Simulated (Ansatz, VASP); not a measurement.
**One calculation of TiNi, two programs**

```
Ti Ni
1.0
     2.98858    0.00000    0.00000
     0.00000    2.98858    0.00000
     0.00000    0.00000    2.98858
Ti Ni
1 1
Direct
  0.50000 0.50000 0.50000
  0.00000 0.00000 0.00000
```

Alike in both runs: functional r2SCAN; k mesh 14 × 14 × 14; occupations gaussian, width 0.1 eV; collinear spin.

Ansatz relaxed the structure, and its values are those at the end. VASP's run is a single point on that final structure, the one shown.

```csv
,VASP,Ansatz
version,VASP 6.6.1,Ansatz 0.2.0
potentials or method,"VASP PAW PBE potentials, release 64 (Ti_sv, Ni), cutoff 520 eV","scalar-relativistic, plane waves, PAW"
valence electrons in the cell,22,30
```

VASP gave:

```
gap on the k mesh at the Fermi level (eV) : none
pressure (GPa)                            : 0.5
net moment per atom (μB)                  : 0.00
```

Which values does Ansatz return?

gap on the k mesh at the Fermi level (eV): none; pressure (GPa): 0.0; net moment per atom (μB): 0.00.

VASP's potentials were made for PBE, not for r2SCAN. A gap of «none» marks a metal or a gap that the smearing closes. VASP's potentials hold 22 valence electrons a cell and Ansatz's 30, so a difference there can come from the potentials and not from the codes. Ansatz's warnings: seeded moment not kept.
